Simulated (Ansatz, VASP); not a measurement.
**Ir in VASP and in Ansatz**

The input INCAR:

```
SYSTEM = Ir
ALGO = Normal ; EDIFF = 1E-6
ENCUT = 560 ; GGA = CA
GGA_COMPAT = .FALSE. ; ISIF = 2
ISMEAR = 0 ; LASPH = .TRUE.
LCHARG = .FALSE. ; LREAL = .FALSE.
LWAVE = .FALSE. ; NBANDS = 14
NELM = 120 ; PREC = Accurate
SIGMA = 0.15
```

KPOINTS

```
k-points
0
G
  22 22 22
  0 0 0
```

File POSCAR:

```
Ir
1.0
    0.0000000000      1.8097988792      2.1120352921
    1.8097988792      0.0000000000      2.1120352921
    1.8097988792      1.8097988792      0.0000000000
Ir
1
Direct
    0.0000000000      0.0000000000      0.0000000000
```

Input for Ansatz:

```yaml
crystal:
  lattice:
    - [0.0, 1.8097988792, 2.1120352921]
    - [1.8097988792, 0.0, 2.1120352921]
    - [1.8097988792, 1.8097988792, 0.0]
  atoms:
    - { symbol: Ir, position: [0.0, 0.0, 0.0] }
basis:
  ecutwfc: 420
kpoints:
  mp_grid: { grid: [22, 22, 22] }
hamiltonian:
  xc: lda
scf:
  occupations: { method: gaussian, width: 0.15 }
output:
  forces: true
  stress: true
  eigenvalues: true
```

Alike in both runs: task single point; functional LDA; k mesh 22 × 22 × 22; occupations gaussian, width 0.15 eV; no spin polarisation.

|  | VASP | Ansatz |
| --- | --- | --- |
| version | VASP 6.6.1 | Ansatz 0.2.0 |
| potentials or method | VASP PAW LDA potentials, release 64 (Ir_sv_GW), cutoff 560 eV | scalar-relativistic, plane waves, PAW |
| valence electrons in the cell | 17 | 17 |

```csv
,VASP,Ansatz,Ansatz less VASP
gap on the k mesh at the Fermi level (eV),none,none,-
pressure (GPa),6.3,6.7,+0.36
"traceless stress, the component that is largest in VASP (GPa)",-38.98,-39.03,-0.056
```

LDA's correlation is that of Perdew and Zunger in VASP and of Perdew and Wang (1992) in Ansatz. A gap of «none» marks a metal or a gap that the smearing closes.

Spin-orbit coupling is off throughout.
